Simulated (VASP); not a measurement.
FeO: single point with PBE

FeO:

```
Fe O
1.0
     0.00000    2.15441    2.15441
     2.15441    0.00000    2.15441
     2.15441    2.15441    0.00000
Fe O
1 1
Direct
  0.00000 0.00000 0.00000
  0.50000 0.50000 0.50000
```

```
Program                 : VASP 6.6.1
Task                    : single point
Functional              : PBE
Potentials or basis     : VASP PAW PBE potentials, release 64 (Fe, O)
Cutoff                  : 520 eV
k mesh                  : 16 × 16 × 16
Occupations             : gaussian, width 0.1 eV
Spin                    : collinear spin, ferromagnetic start
Starting moments        : [3.79, 0.35] μB
Dipole correction       : no
k mesh for the DOS      : 24 × 24 × 24
Occupations for the DOS : tetrahedron
Further INCAR settings  : ALGO = Normal; EDIFF = 1e-06
```

The net moment is 4.00 μB per cell. The site moments are Fe +3.62; O +0.30 μB and the valence electrons inside the program's atomic spheres are Fe 6.73; O 5.00.

Levels at points of the mesh, in eV from the Fermi level:
Spin up:
```csv
k point,band 6,band 7,band 8,band 9,band 10,band 11,band 12,band 13
"(0.00, 0.00, 0.00)",-3.80,-3.80,-3.68,-3.68,0.10,15.47,17.05,17.05
"(0.50, 0.00, 0.00)",-3.06,-2.49,-0.33,-0.33,4.09,8.48,12.56,12.56
"(0.50, 0.50, 0.00)",-3.29,-2.80,-2.79,-2.79,5.30,8.75,10.78,14.73
```
Spin down:
```
           k point  band 2  band 3  band 4  band 5  band 6  band 7  band 8  band 9
(0.00, 0.00, 0.00)   -3.24   -3.24   -3.24   -0.73   -0.73   -0.73    0.19    0.19
(0.50, 0.00, 0.00)   -7.99   -5.15   -5.15    0.39    0.39    0.60    2.79    2.79
(0.50, 0.50, 0.00)   -6.88   -4.42   -4.42   -2.11    0.74    0.74    0.74    1.15
```

It took 120 s on 1 thread of Intel(R) Xeon(R) Platinum 8488C (Sapphire Rapids), with other jobs on the host, peak memory 0.29 GiB.

Caveat: a cell with one magnetic atom can't hold antiferromagnetic order, which such compounds often take; semilocal functionals often make such compounds metallic where correlation or magnetic order opens a gap, which also shifts bond lengths.
